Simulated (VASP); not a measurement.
Wanted: the native input for a VASP 6.6.1 run.

| Quantity | Value |
| --- | --- |
| Task | relaxation of cell and atoms |
| Functional | LDA |
| Potentials or basis | VASP PAW LDA potentials, release 64 (Ba_sv, S) |
| Cutoff | 600 eV |
| k mesh | 9 × 9 × 9 |
| Occupations | fermi-dirac, width 0.08 eV |
| Spin | no spin polarisation |
| Dipole correction | no |
| Further INCAR settings | ALGO = Normal; EDIFF = 1e-06; IBRION = 2; EDIFFG = -0.005; NSW = 100; ISIF = 3 |

The structure of BaS (zincblende type) lies in POSCAR:

```
BaS
1.0
    0.0000000000      3.2195088072      3.2195088072
    3.2195088072      0.0000000000      3.2195088072
    3.2195088072      3.2195088072      0.0000000000
Ba S
1 1
Direct
    0.0000000000      0.0000000000      0.0000000000
    0.2500000000      0.2500000000      0.2500000000
```

The input as run:

INCAR

```
SYSTEM = BaS
PREC = Accurate
ENCUT = 600
EDIFF = 1E-6
ISMEAR = -1
SIGMA = 0.08
LREAL = .False.
LASPH = .True.
NELM = 60
ALGO = Normal
ISIF = 3
LWAVE = .False.
LCHARG = .False.
GGA = CA
IBRION = 2
NSW = 100
EDIFFG = -0.005
```

KPOINTS

```
regular mesh
0
Gamma
  9 9 9
  0 0 0
```

Potentials or basis: VASP PAW LDA potentials, release 64 (Ba_sv, S).

Command:

```bash
$ cat potpaw_LDA.64/Ba_sv/POTCAR potpaw_LDA.64/S/POTCAR > POTCAR
$ mpirun -np 1 vasp_std > vasp.out
```

It gave:

```yaml
Relaxed_volume: 41.17 Å³/atom
Relaxed_cell: a = 4.883 Å, b = 4.883 Å, c = 4.883 Å, α = 60.00°, β = 60.00°, γ = 60.00°
Space_group_after_relaxing_to_0.1_Å: F-43m (No. 216)
Energy_gained_by_relaxing: 210.8 meV/atom
Ionic_steps: 5
Pressure_after_relaxing: 0.0 GPa
Band_gap_on_the_k_mesh: 2.55 eV (least direct gap 3.21 eV)
```

Caveat: the volume moved by over 15 % at a fixed basis, so the end points are rough; spin-orbit coupling is left out, which moves the levels of the heavy elements; an odd mesh through Γ misses points on the zone boundary, where band edges can lie.

It took 36 s on 1 thread of Intel(R) Xeon(R) 6975P-C (Granite Rapids) (shared host), peak memory 0.2 GiB.
